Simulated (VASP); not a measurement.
CoO:

```
Co O
1.0
     0.00000    2.08799    2.08799
     2.08799    0.00000    2.08799
     2.08799    2.08799    0.00000
Co O
1 1
Cartesian
  0.0000 0.0000 0.0000
  2.0880 2.0880 2.0880
```

Base run:

| Item | Value |
| --- | --- |
| Program | VASP 6.6.1 |
| Functional | PBEsol |
| Dispersion | D4 |
| Potentials or basis | VASP PAW PBE potentials, release 64 (Co, O) |
| Cutoff | 520 eV |
| k mesh | 11 × 11 × 11 |
| Occupations | fermi-dirac, width 0.05 eV |
| Spin | collinear spin, ferromagnetic start |
| Starting moments | [2.0, 0.0] μB |

Its results: pressure -3.5 GPa; net moment 2.78 μB per cell; site moments Co +2.45; O +0.28 μB.

Q: The run is repeated on the same cell with these changes: functional from PBEsol to BLYP; dispersion from D4 to D3(BJ). What comes out?

A: Pressure 4.5 GPa; net moment 2.32 μB per cell; site moments Co +2.12; O +0.17 μB.

Several settings changed at once, so the effect can't be laid on one alone.

Caveats: the PAW data sets were made with another functional, which shifts forces and pressure a little; a cell with one magnetic atom can't hold antiferromagnetic order, which such compounds often take; pairwise dispersion overbinds metals, which lowers pressure and volume.
